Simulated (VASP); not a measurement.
# Si (P-1) in VASP: further runs

Si is run at these levels: r2SCAN; tasks: single point.

Program: VASP 6.6.1. These are calculated values, not measurements. Logs are shortened: lines on timing, memory, paths and dates and some standing lists are left out, and cuts for length are marked.

## 1. The cell of the first run

The typed cell holds 6 atoms: a = 3.840 Å, b = 3.840 Å, c = 9.438 Å, α = 87.67°, β = 85.33°, γ = 60.00°.

## 2. Single point, r2SCAN (the part above a cut slid along it)

Contents of POSCAR:

```
Si
1.0
    2.7154700000     -2.7154700000      0.0000000000
    2.7154700000      0.0000000000     -2.7154700000
    5.9740340000      4.8878460000      5.4309400000
Si
6
Direct
    0.5583400000      0.6666666667      0.5416333333
    0.9583400000      0.0000000000      0.2083000000
    0.1583400000      0.3333333333      0.8749666667
    0.5083400000      0.6666666667      0.7916333333
    0.9083400000      1.0000000000      0.4583000000
    0.3083400000      0.3333333333      0.1249666667
```

Contents of INCAR.step1:

```
PREC     = Accurate       # precision mode
ENCUT    = 520            # plane-wave cutoff, eV
ISMEAR   = 0              # smearing method
SIGMA    = 0.05           # smearing width, eV
LREAL    = F              # projectors in reciprocal space
LASPH    = T              # aspherical terms in the spheres
NELM     = 60             # most SCF steps
NBANDS   = 21             # bands
GGA      = PE             # functional
ALGO     = Normal         # electronic algorithm
EDIFF    = 1E-4           # SCF threshold, eV
LWAVE    = T              # write WAVECAR
LCHARG   = F              # write CHGCAR
```

Contents of INCAR.step2:

```
PREC     = Accurate       # precision mode
ENCUT    = 520            # plane-wave cutoff, eV
EDIFF    = 1E-6           # SCF threshold, eV
ISMEAR   = 0              # smearing method
SIGMA    = 0.05           # smearing width, eV
LREAL    = F              # projectors in reciprocal space
LASPH    = T              # aspherical terms in the spheres
NELM     = 60             # most SCF steps
ALGO     = Normal         # electronic algorithm
ISIF     = 2              # what is computed and relaxed
LWAVE    = F              # write WAVECAR
LCHARG   = F              # write CHGCAR
METAGGA  = R2SCAN         # meta-GGA
LMIXTAU  = T            
NBANDS   = 21             # bands
ISTART   = 1
```

Contents of KPOINTS:

```
regular mesh
0
Gamma
  8 8 3
```

Potentials or basis: VASP PAW PBE potentials, release 64 (Si).

The run is started by

```bash
$ cat potpaw_PBE.64/Si/POTCAR > POTCAR
$ cp INCAR.step1 INCAR
$ mpirun -np 1 vasp_std > vasp.out
$ cp INCAR.step2 INCAR
$ mpirun -np 1 vasp_std > vasp.out
```

OUTCAR:

```text
PREC = Accurate
   ENCUT = 520
   EDIFF = 1E-6
   ISMEAR = 0
   LREAL = F
   LASPH = T
   NELM = 60
   ISIF = 2
   METAGGA = R2SCAN
   ISTART = 1

 ion  position               nearest neighbor table
   1  0.558  0.667  0.542-   5 2.35   5 2.35   4 2.35   5 2.35
   2  0.958  0.000  0.208-   6 2.35   6 2.35   5 2.35   6 2.35
   3  0.158  0.333  0.875-   4 2.35   4 2.35   4 2.35   6 2.47
   4  0.508  0.667  0.792-   3 2.35   1 2.35   3 2.35   3 2.35
   5  0.908  0.000  0.458-   1 2.35   1 2.35   2 2.35   1 2.35
   6  0.308  0.333  0.125-   2 2.35   2 2.35   2 2.35   3 2.47

  LATTYP: Found a base centered monoclinic cell.
 ALAT       =     3.8402545022
 B/A-ratio  =     1.7320508076
 C/A-ratio  =     2.4576411455
 COS(beta)  =    -0.0813788459

  Lattice vectors:

 A1 = (   0.0000000000,   2.7154700000,  -2.7154700000)
 A2 = (  -2.7154700000,   0.0000000000,   2.7154700000)
 A3 = (   5.9740340000,   4.8878460000,   5.4309400000)

Analysis of symmetry for initial positions (statically):
=====================================================================
 Subroutine PRICEL returns:
 Original cell was already a primitive cell.

 Routine SETGRP: Setting up the symmetry group for a
 base centered monoclinic supercell.

 Subroutine GETGRP returns: Found  2 space group operations
 (whereof  1 operations were pure point group operations)
 out of a pool of  4 trial point group operations.

The static configuration has the point symmetry C_1 .
 The point group associated with its full space group is S_2 .

Analysis of symmetry for dynamics (positions and initial velocities):
=====================================================================
 Subroutine PRICEL returns:
 Original cell was already a primitive cell.

 Routine SETGRP: Setting up the symmetry group for a
 base centered monoclinic supercell.

 Subroutine GETGRP returns: Found  2 space group operations
 (whereof  1 operations were pure point group operations)
 out of a pool of  4 trial point group operations.

The dynamic configuration has the point symmetry C_1 .
 The point group associated with its full space group is S_2 .

 Subroutine INISYM returns: Found  2 space group operations
 (whereof  1 operations are pure point group operations),
 and found     1 'primitive' translations

----------------------------------------------------------------------------------------

                                     Primitive cell

  volume of cell :     120.1396

  direct lattice vectors                    reciprocal lattice vectors
     2.715470000 -2.715470000  0.000000000     0.110478112 -0.257782262  0.110478112
     2.715470000  0.000000000 -2.715470000     0.122753458  0.122753458 -0.245506917
     5.974034000  4.887846000  5.430940000     0.061376729  0.061376729  0.061376729

  length of vectors
     3.840254502  3.840254502  9.437967474     0.301434108  0.300683337  0.106307613

  position of ions in fractional coordinates (direct lattice)
     0.558340000  0.666666667  0.541633333
     0.958340000  0.000000000  0.208300000
     0.158340000  0.333333333  0.874966667
     0.508340000  0.666666667  0.791633333
     0.908340000  0.000000000  0.458300000
     0.308340000  0.333333333  0.124966667

  ion indices of the primitive-cell ions
   primitive index   ion index
                 1           1
                 2           2
                 3           3
                 4           4
                 5           5
                 6           6

----------------------------------------------------------------------------------------

 KPOINTS: regular mesh

Automatic generation of k-mesh.
 Grid dimensions read from file:
 generate k-points for:    8    8    3

 Generating k-lattice:

  Cartesian coordinates                     Fractional coordinates (reciprocal lattice)
     0.013809764 -0.032222783  0.013809764     0.125000000  0.000000000  0.000000000
     0.015344182  0.015344182 -0.030688365     0.000000000  0.125000000  0.000000000
     0.020458910  0.020458910  0.020458910     0.000000000  0.000000000  0.333333333

  Length of vectors
     0.037679263  0.037585417  0.035435871

  Shift w.r.t. Gamma in fractional coordinates (k-lattice)
     0.000000000  0.000000000  0.000000000

 Subroutine IBZKPT returns following result:
 ===========================================

 Found     98 irreducible k-points:

 Following reciprocal coordinates:
            Coordinates               Weight
  0.000000  0.000000  0.000000      1.000000
  0.125000  0.000000  0.000000      2.000000
 -0.125000 -0.125000  0.000000      2.000000
  0.250000  0.000000  0.000000      2.000000
 -0.250000 -0.250000  0.000000      2.000000
  0.375000  0.000000  0.000000      2.000000
[... 16 lines left out ...]
  0.500000  0.250000  0.000000      2.000000
 -0.375000  0.250000 -0.000000      2.000000
 [... further k-points ...]
   k-points           NKPTS =     98   k-points in BZ     NKDIM =     98   number of bands    NBANDS=     21
   number of dos      NEDOS =    301   number of ions     NIONS =      6
   total plane-waves  NPLWV =  63000
   dimension x,y,z NGX =    30 NGY =   30 NGZ =   70
   dimension x,y,z NGXF=    60 NGYF=   60 NGZF=  140
   ions per type =               6
   NGX,Y,Z   is equivalent  to a cutoff of  12.99, 12.99, 12.33 a.u.
   NGXF,Y,Z  is equivalent  to a cutoff of  25.97, 25.97, 24.66 a.u.
 SYSTEM =  unknown system
   PREC   = accura    normal or accurate (medium, high low for compatibility)
   ISTART =      1    job   : 0-new  1-cont  2-samecut
   ICHARG =      0    charge: 1-file 2-atom 10-const
   ISPIN  =      1    spin polarized calculation?
   LNONCOLLINEAR =      F non collinear calculations
   LSORBIT =      F    spin-orbit coupling
   LASPH  =      T    aspherical Exc in radial PAW
   ENCUT  =  520.0 eV  38.22 Ry    6.18 a.u.   7.14  7.14 17.55*2*pi/ulx,y,z
   NELM   =     60;   NELMIN=  2; NELMDL=  0     # of ELM steps
   EDIFF  = 0.1E-05   stopping-criterion for ELM
   LREAL  =      F    real-space projection
   EDIFFG = 0.1E-04   stopping-criterion for IOM
   NSW    =      0    number of steps for IOM
   IBRION =     -1    ionic relax: 0-MD 1-quasi-New 2-CG
   NFREE  =      0    steps in history (QN), initial steepest desc. (CG)
   ISIF   =      2    stress and relaxation
   ISYM   =      2    0-nonsym 1-usesym 2-fastsym
   POTIM  = 0.5000    time-step for ionic-motion
   TEBEG  =    0.0;   TEEND  =   0.0 temperature during run
   PSTRESS=    0.0 pullay stress
   NELECT =      24.0000    total number of electrons
   NUPDOWN=      -1.0000    fix difference up-down
   EMIN   =  10.00;   EMAX   =-10.00  energy-range for DOS
   EFERMI =   0.00;   METHOD = LEGACY
   ISMEAR =     0;   SIGMA  =   0.05  broadening in eV -4-tet -1-fermi 0-gaus
   EFERMI_NEDOS =   21; number of points for ismear=-14 and -15
   IALGO  =     38    algorithm
   IMIX   =      4    mixing-type and parameters
     AMIX     =   0.40;   BMIX     =  1.00
     AMIX_MAG =   1.60;   BMIX_MAG =  1.00
  volume/ion in A,a.u.               =      20.02       135.12
  Fermi-wavevector in a.u.,A,eV,Ry     =   0.957010  1.808487 12.461143  0.915868
  Thomas-Fermi vector in A             =   2.085990
   LORBIT       =      0    0 simple, 1 ext, 2 COOP (PROOUT), +10 PAW based schemes
   METAGGA = R2SCAN    functional components
   LHFCALC =     F    Hartree Fock is set to
   AEXX    =    0.0000 exact exchange contribution
   IVDW    =     0    specifies the selected vdW correction
   LEPSILON=     F    determine dielectric tensor
   LRPA    =     F    only Hartree local field effects (RPA)
 non-spin polarized calculation
 Gauss-broadening in eV      SIGMA  =   0.05
  energy-cutoff  :      520.00
  volume of cell :      120.14
 maximum number of plane-waves:      3260
 NGX is ok and might be reduce to    30
   NGX = 15   NGY = 15   NGZ = 35

 number of electron      24.0000000 magnetization

 Free energy of the ion-electron system (eV)
  ---------------------------------------------------
  ext. energy  EPLUGINS =         0.00000000
  ---------------------------------------------------
  free energy    TOTEN  =       -52.27873666 eV

  energy without entropy =      -52.27872561  energy(sigma->0) =      -52.27873114

 E-fermi :   6.0749     XC(G=0):  -9.8722

 val. band max:        5.9744797868   @ k =   0.1250   0.0000   0.0000
 cond. band min:       6.1703709543   @ k =   0.0000   0.0000   0.0000
 fundamental gap:      0.1958911674
 Fermi energy:         6.0748807287

 k-point     1 :       0.0000    0.0000    0.0000
  band No.  band energies     occupation
      1      -6.7685      2.00000
      2      -5.3556      2.00000
      3      -5.2981      2.00000
      4       0.1882      2.00000
      5       0.3515      2.00000
      6       4.5758      2.00000
[... 13 lines left out ...]
     20       9.5313      0.00000
     21       9.7489      0.00000

 k-point     2 :       0.1250    0.0000    0.0000
  band No.  band energies     occupation
      1      -6.5762      2.00000
      2      -5.2050      2.00000
      3      -5.0716      2.00000
      4       0.2085      2.00000
      5       0.4706      2.00000
      6       3.2549      2.00000
[... 13 lines left out ...]
     20      10.1486      0.00000
     21      10.3680      0.00000

 k-point     3 :      -0.1250   -0.1250    0.0000
  band No.  band energies     occupation
      1      -6.5745      2.00000
      2      -5.2051      2.00000
      3      -5.0722      2.00000
      4       0.2133      2.00000
      5       0.4393      2.00000
      6       3.2630      2.00000
[... 13 lines left out ...]
     20       9.8642      0.00000
     21      10.6742      0.00000
[... 457 lines left out ...]
 k-point    23 :       0.5000    0.2500    0.0000
  band No.  band energies     occupation
      1      -4.5875      2.00000
      2      -3.5634      2.00000
      3      -3.1695      2.00000
      4      -1.4255      2.00000
      5      -1.1662      2.00000
      6      -0.0096      2.00000
[... 13 lines left out ...]
     20      11.5157      0.00000
     21      11.7856      0.00000

 k-point    24 :      -0.3750    0.2500   -0.0000
  band No.  band energies     occupation
      1      -3.6915      2.00000
      2      -3.5973      2.00000
      3      -2.6560      2.00000
      4      -1.6825      2.00000
      5      -1.3828      2.00000
      6      -1.1389      2.00000
[... 13 lines left out ...]
     20      12.5919      0.00000
     21      12.9332      0.00000

 [... further k-points ...]

------------------------ aborting loop because EDIFF is reached ----------------------------------------

  FORCE on cell =-STRESS in cart. coord.  units (eV):
  Direction    XX          YY          ZZ          XY          YZ          ZX
  --------------------------------------------------------------------------------------
  -------------------------------------------------------------------------------------
  Total       -3.1725012      2.1975366      0.5159008      0.0505701      1.2601850     -1.5705673
  in kB      -42.3083514     29.3062622      6.8800328      0.6744009     16.8057780    -20.9450234
  external PRESSURE =      -2.0406855 kB  Pullay stress =       0.0000000 kB

 VOLUME and BASIS-vectors are now :
 -----------------------------------------------------------------------------
  energy-cutoff  :      520.00
  volume of cell :      120.14
      direct lattice vectors                 reciprocal lattice vectors
     2.715470000 -2.715470000  0.000000000     0.110478112 -0.257782262  0.110478112
     2.715470000  0.000000000 -2.715470000     0.122753458  0.122753458 -0.245506917
     5.974034000  4.887846000  5.430940000     0.061376729  0.061376729  0.061376729

 POSITION                                       TOTAL-FORCE (eV/Angst)
 -----------------------------------------------------------------------------------
      6.56220      1.13126      1.13126         0.128659     -0.154704     -0.037096
      3.84673     -1.58421      1.13126         0.124423     -0.128915      0.065864
      6.56220      3.84673      3.84673         0.934034     -0.390546      0.319747
      7.91994      2.48900      2.48900        -0.124423      0.128915     -0.065864
      5.20447     -0.22647      2.48900        -0.128659      0.154704      0.037096
      2.48900     -0.22647     -0.22647        -0.934034      0.390546     -0.319747
 -----------------------------------------------------------------------------------
    total drift:                               -0.000001      0.000000     -0.000000

  FREE ENERGIE OF THE ION-ELECTRON SYSTEM (eV)
  ---------------------------------------------------
  free  energy   TOTEN  =       -52.2787366623 eV

  energy  without entropy=      -52.2787256118  energy(sigma->0) =      -52.27873114
```

Run time: 6.1 min. Hardware: 1 thread of AMD EPYC 9R45 (Zen 5), shared host; peak memory 0.32 GiB.

What came out:

| Property | Result |
| --- | --- |
| Free energy | -52.2787 eV |
| Pressure | -0.2 GPa |
| Largest force | 1.062 eV/Å |
| Band gap on the k mesh | zero (bands 12 and 13 overlap by 0.23 eV) |

Forces on the atoms (eV/Å):
```
Si   0.129 -0.155 -0.037
Si   0.124 -0.129  0.066
Si   0.934 -0.391  0.320
Si  -0.124  0.129 -0.066
Si  -0.129  0.155  0.037
Si  -0.934  0.391 -0.320
```

Caveat: the cell differs from its parent crystal (the part above a cut slid along it); the stress differs along the axes, from -4 to 3 GPa; semilocal functionals underestimate gaps, and a narrow one can read as zero; the PAW data sets were made with another functional, which shifts forces and pressure a little.

(Continued in part 2 of 2.)

The gap in the log of VASP goes by the Fermi energy; the results here count the filled bands.